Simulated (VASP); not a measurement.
# Au (Pm-3m) in VASP: further runs

Au is run at these levels: PBE; tasks: single point, relaxation of cell and atoms.

All numbers are computed with VASP 6.6.1; they aren't measurements. Logs are shortened: lines on timing, memory, paths and dates and some standing lists are left out, and cuts for length are marked.

**1. The cell of the first run**

It takes space group Pm-3m (No. 221, cubic). Conventional cell: a = 2.618 Å, b = 2.618 Å, c = 2.618 Å, α = 90.00°, β = 90.00°, γ = 90.00°. Au (site symmetry m-3m) has 6 Au at 2.62 Å within 3.5 Å.

**2. Single point, PBE**

File INCAR:

```
PREC = Accurate
ENCUT = 520
EDIFF = 1E-6
ISMEAR = -1
SIGMA = 0.1
LREAL = F
LASPH = T
NELM = 60
ALGO = Normal
ISIF = 2
LWAVE = F
LCHARG = T
GGA = PE
LELF = T
LVHAR = T
NBANDS = 12
```

File KPOINTS:

```
regular mesh
0
Gamma
  15 15 15
```

File POSCAR:

```
Au
1.0
    2.6180523732      0.0000000000      0.0000000000
    0.0000000000      2.6180523732      0.0000000000
    0.0000000000      0.0000000000      2.6180523732
Au
1
Direct
    0.0000000000      0.0000000000      0.0000000000
```

Potentials or basis: VASP PAW PBE potentials, release 64 (Au).

Started as:

```bash
> cat potpaw_PBE.64/Au/POTCAR > POTCAR
> mpirun -np 1 vasp_std > vasp.out
```

OUTCAR:

```text
PREC = Accurate
   ENCUT = 520
   EDIFF = 1E-6
   ISMEAR = -1
   LREAL = F
   LASPH = T
   NELM = 60
   ISIF = 2
   GGA = PE

 ion  position               nearest neighbor table
   1  0.000  0.000  0.000-

  LATTYP: Found a simple cubic cell.
 ALAT       =     2.6180523732

  Lattice vectors:

 A1 = (   2.6180523732,   0.0000000000,   0.0000000000)
 A2 = (   0.0000000000,   2.6180523732,   0.0000000000)
 A3 = (   0.0000000000,   0.0000000000,   2.6180523732)

Analysis of symmetry for initial positions (statically):
=====================================================================
 Subroutine PRICEL returns:
 Original cell was already a primitive cell.

 Routine SETGRP: Setting up the symmetry group for a
 simple cubic supercell.

 Subroutine GETGRP returns: Found 48 space group operations
 (whereof 48 operations were pure point group operations)
 out of a pool of 48 trial point group operations.

The static configuration has the point symmetry O_h .

Analysis of symmetry for dynamics (positions and initial velocities):
=====================================================================
 Subroutine PRICEL returns:
 Original cell was already a primitive cell.

 Routine SETGRP: Setting up the symmetry group for a
 simple cubic supercell.

 Subroutine GETGRP returns: Found 48 space group operations
 (whereof 48 operations were pure point group operations)
 out of a pool of 48 trial point group operations.

The dynamic configuration has the point symmetry O_h .

 Subroutine INISYM returns: Found 48 space group operations
 (whereof 48 operations are pure point group operations),
 and found     1 'primitive' translations

----------------------------------------------------------------------------------------

                                     Primitive cell

  volume of cell :      17.9446

  direct lattice vectors                    reciprocal lattice vectors
     2.618052373  0.000000000  0.000000000     0.381963329  0.000000000  0.000000000
     0.000000000  2.618052373  0.000000000     0.000000000  0.381963329  0.000000000
     0.000000000  0.000000000  2.618052373     0.000000000  0.000000000  0.381963329

  length of vectors
     2.618052373  2.618052373  2.618052373     0.381963329  0.381963329  0.381963329

  position of ions in fractional coordinates (direct lattice)
     0.000000000  0.000000000  0.000000000

  ion indices of the primitive-cell ions
   primitive index   ion index
                 1           1

----------------------------------------------------------------------------------------

 KPOINTS: regular mesh

Automatic generation of k-mesh.
 Grid dimensions read from file:
 generate k-points for:   15   15   15

 Generating k-lattice:

  Cartesian coordinates                     Fractional coordinates (reciprocal lattice)
     0.025464222  0.000000000  0.000000000     0.066666667  0.000000000  0.000000000
     0.000000000  0.025464222  0.000000000     0.000000000  0.066666667  0.000000000
     0.000000000  0.000000000  0.025464222     0.000000000  0.000000000  0.066666667

  Length of vectors
     0.025464222  0.025464222  0.025464222

  Shift w.r.t. Gamma in fractional coordinates (k-lattice)
     0.000000000  0.000000000  0.000000000

 Subroutine IBZKPT returns following result:
 ===========================================

 Found    120 irreducible k-points:

 Following reciprocal coordinates:
            Coordinates               Weight
  0.000000  0.000000  0.000000      1.000000
  0.066667  0.000000  0.000000      6.000000
  0.133333  0.000000  0.000000      6.000000
  0.200000  0.000000  0.000000      6.000000
  0.266667  0.000000  0.000000      6.000000
  0.333333  0.000000  0.000000      6.000000
[... 16 lines left out ...]
  0.266667  0.200000  0.000000     24.000000
  0.333333  0.200000  0.000000     24.000000
 [... further k-points ...]
   k-points           NKPTS =    120   k-points in BZ     NKDIM =    120   number of bands    NBANDS=     12
   number of dos      NEDOS =    301   number of ions     NIONS =      1
   total plane-waves  NPLWV =   8000
   dimension x,y,z NGX =    20 NGY =   20 NGZ =   20
   dimension x,y,z NGXF=    40 NGYF=   40 NGZF=   40
   ions per type =               1
   NGX,Y,Z   is equivalent  to a cutoff of  12.70, 12.70, 12.70 a.u.
   NGXF,Y,Z  is equivalent  to a cutoff of  25.40, 25.40, 25.40 a.u.
 SYSTEM =  unknown system
   PREC   = accura    normal or accurate (medium, high low for compatibility)
   ISTART =      0    job   : 0-new  1-cont  2-samecut
   ICHARG =      2    charge: 1-file 2-atom 10-const
   ISPIN  =      1    spin polarized calculation?
   LNONCOLLINEAR =      F non collinear calculations
   LSORBIT =      F    spin-orbit coupling
   LASPH  =      T    aspherical Exc in radial PAW
   ENCUT  =  520.0 eV  38.22 Ry    6.18 a.u.   4.87  4.87  4.87*2*pi/ulx,y,z
   NELM   =     60;   NELMIN=  2; NELMDL= -5     # of ELM steps
   EDIFF  = 0.1E-05   stopping-criterion for ELM
   LREAL  =      F    real-space projection
   EDIFFG = 0.1E-04   stopping-criterion for IOM
   NSW    =      0    number of steps for IOM
   IBRION =     -1    ionic relax: 0-MD 1-quasi-New 2-CG
   NFREE  =      0    steps in history (QN), initial steepest desc. (CG)
   ISIF   =      2    stress and relaxation
   ISYM   =      2    0-nonsym 1-usesym 2-fastsym
   POTIM  = 0.5000    time-step for ionic-motion
   TEBEG  =    0.0;   TEEND  =   0.0 temperature during run
   PSTRESS=    0.0 pullay stress
   NELECT =      11.0000    total number of electrons
   NUPDOWN=      -1.0000    fix difference up-down
   EMIN   =  10.00;   EMAX   =-10.00  energy-range for DOS
   EFERMI =   0.00;   METHOD = LEGACY
   ISMEAR =    -1;   SIGMA  =   0.10  broadening in eV -4-tet -1-fermi 0-gaus
   EFERMI_NEDOS =   21; number of points for ismear=-14 and -15
   IALGO  =     38    algorithm
   IMIX   =      4    mixing-type and parameters
     AMIX     =   0.40;   BMIX     =  1.00
     AMIX_MAG =   1.60;   BMIX_MAG =  1.00
  volume/ion in A,a.u.               =      17.94       121.10
  Fermi-wavevector in a.u.,A,eV,Ry     =   1.390681  2.628005 26.313566  1.933993
  Thomas-Fermi vector in A             =   2.514592
   LORBIT       =      0    0 simple, 1 ext, 2 COOP (PROOUT), +10 PAW based schemes
   GGA     = PE    functional components
   LHFCALC =     F    Hartree Fock is set to
   AEXX    =    0.0000 exact exchange contribution
   IVDW    =     0    specifies the selected vdW correction
   LEPSILON=     F    determine dielectric tensor
   LRPA    =     F    only Hartree local field effects (RPA)
 non-spin polarized calculation
  energy-cutoff  :      520.00
  volume of cell :       17.94
 maximum number of plane-waves:       493
 NGX is ok and might be reduce to    20
   NGX =  9   NGY =  9   NGZ =  9

 number of electron      11.0000003 magnetization

 Free energy of the ion-electron system (eV)
  ---------------------------------------------------
  ext. energy  EPLUGINS =         0.00000000
  ---------------------------------------------------
  free energy    TOTEN  =        -2.85670466 eV

  energy without entropy =       -2.84256047  energy(sigma->0) =       -2.84963256

 E-fermi :   8.3404     XC(G=0): -12.2735

 val. band max:        8.3298274679   @ k =   0.4667   0.4667   0.4000
 cond. band min:       8.3425688194   @ k =   0.4667   0.4667   0.4667
 fundamental gap:      0.0127413515
 Fermi energy:         8.3403926265

 k-point     1 :       0.0000    0.0000    0.0000
  band No.  band energies     occupation
      1      -0.6844      2.00000
      2       1.6370      2.00000
      3       1.6370      2.00000
      4       6.9174      2.00000
      5       6.9174      2.00000
      6       6.9174      2.00000
      7      23.0001      0.00000
      8      23.0001      0.00000
      9      23.0001      0.00000
     10      28.5681      0.00000
     11      31.1677      0.00000
     12      31.1677      0.00000

 k-point     2 :       0.0667    0.0000    0.0000
  band No.  band energies     occupation
      1      -0.5613      2.00000
      2       1.6576      2.00000
      3       1.7412      2.00000
      4       6.8221      2.00000
      5       6.8221      2.00000
      6       6.9249      2.00000
      7      22.0638      0.00000
      8      23.2103      0.00000
      9      23.2103      0.00000
     10      29.1246      0.00000
     11      30.5671      0.00000
     12      31.7109      0.00000

 k-point     3 :       0.1333    0.0000    0.0000
  band No.  band energies     occupation
      1      -0.2219      2.00000
      2       1.7162      2.00000
      3       2.0696      2.00000
      4       6.5622      2.00000
      5       6.5622      2.00000
      6       6.9463      2.00000
      7      20.1751      0.00000
      8      23.8074      0.00000
      9      23.8074      0.00000
     10      29.3244      0.00000
     11      29.6193      0.00000
     12      33.5603      0.00000
[... 286 lines left out ...]
 k-point    23 :       0.2667    0.2000    0.0000
  band No.  band energies     occupation
      1       1.5044      2.00000
      2       2.7997      2.00000
      3       3.6901      2.00000
      4       5.3440      2.00000
      5       5.9014      2.00000
      6       6.3500      2.00000
      7      17.3620      0.00000
      8      20.3409      0.00000
      9      27.2752      0.00000
     10      27.6312      0.00000
     11      31.7321      0.00000
     12      34.3743      0.00000

 k-point    24 :       0.3333    0.2000    0.0000
  band No.  band energies     occupation
      1       1.8026      2.00000
      2       2.9747      2.00000
      3       3.9442      2.00000
      4       5.5717      2.00000
      5       6.0154      2.00000
      6       6.3924      2.00000
      7      15.3240      0.00000
      8      21.3092      0.00000
      9      26.5048      0.00000
     10      28.8696      0.00000
     11      29.8211      0.00000
     12      34.8619      0.00000

 [... further k-points ...]
[... 5 lines left out ...]
  --------------------------------------------------------------------------------------
  -------------------------------------------------------------------------------------
  Total        2.5360490      2.5360490      2.5360490      0.0000000      0.0000000      0.0000000
  in kB      226.4296175    226.4296175    226.4296175      0.0000000      0.0000000      0.0000000
  external PRESSURE =     226.4296175 kB  Pullay stress =       0.0000000 kB

 VOLUME and BASIS-vectors are now :
 -----------------------------------------------------------------------------
  energy-cutoff  :      520.00
  volume of cell :       17.94
      direct lattice vectors                 reciprocal lattice vectors
     2.618052373  0.000000000  0.000000000     0.381963329  0.000000000  0.000000000
     0.000000000  2.618052373  0.000000000     0.000000000  0.381963329  0.000000000
     0.000000000  0.000000000  2.618052373     0.000000000  0.000000000  0.381963329

 POSITION                                       TOTAL-FORCE (eV/Angst)
 -----------------------------------------------------------------------------------
      0.00000      0.00000      0.00000         0.000000      0.000000      0.000000
 -----------------------------------------------------------------------------------
    total drift:                                0.000000      0.000000      0.000000

  FREE ENERGIE OF THE ION-ELECTRON SYSTEM (eV)
  ---------------------------------------------------
  free  energy   TOTEN  =        -2.8567046586 eV

  energy  without entropy=       -2.8425604701  energy(sigma->0) =       -2.84963256
```

It took 8.3 s on 1 thread of Intel Xeon Platinum 8559C (Emerald Rapids), shared host; peak memory 0.14 GiB.

Results:

```
Free energy : -2.8567 eV
Pressure    : 22.6 GPa
```

Levels at points of the mesh, in eV from the Fermi level:
```tsv
k point	band 3	band 4	band 5	band 6	band 7	band 8	band 9	band 10
(0.00, 0.00, 0.00)	-6.70	-1.42	-1.42	-1.42	14.66	14.66	14.66	20.23
```

Caveat: spin-orbit coupling is left out, which moves the levels of the heavy elements.

(Continued in part 2 of 2.)
